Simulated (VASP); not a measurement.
Here is a VASP 6.6.1 calculation.

The input INCAR:

```
ALGO = Fast
EDIFF = 1E-7
ENCUT = 520
GGA = PE
ISIF = 2
ISMEAR = 0
LASPH = True
LCHARG = True
LELF = True
LREAL = False
LVHAR = True
LWAVE = False
NBANDS = 25
NELM = 100
PREC = Accurate
SIGMA = 0.15
```

The input KPOINTS:

```
k-points
0
Gamma
  10 10 10
```

File POSCAR:

```
SiNi3
1.0
    3.5064423875      0.0000006756     -0.0000088327
   -0.0000025512      3.5064837626      0.0000020409
   -0.0000097978      0.0000064205      3.5063933606
Si Ni
1 3
Direct
   -0.0000012436     -0.0000115378      0.0000034951
    0.0000004065      0.5000020207      0.5000012750
    0.4999966063      0.0000056151      0.4999969299
    0.5000042308      0.5000039020     -0.0000017001
```

Potentials or basis: VASP PAW PBE potentials, release 64 (Si, Ni).

Command:

```sh
$ cat potpaw_PBE.64/Si/POTCAR potpaw_PBE.64/Ni/POTCAR > POTCAR
$ mpirun -np 1 vasp_std > vasp.out
```

Question: Estimate the pressure.

Answer: 0.0 GPa.

Question: Estimate the band gap on the k mesh.

Answer: Zero (bands 17 and 18 overlap by 0.24 eV).

Spin polarisation is off, so any magnetic state and its effect on volume and gap are missing.
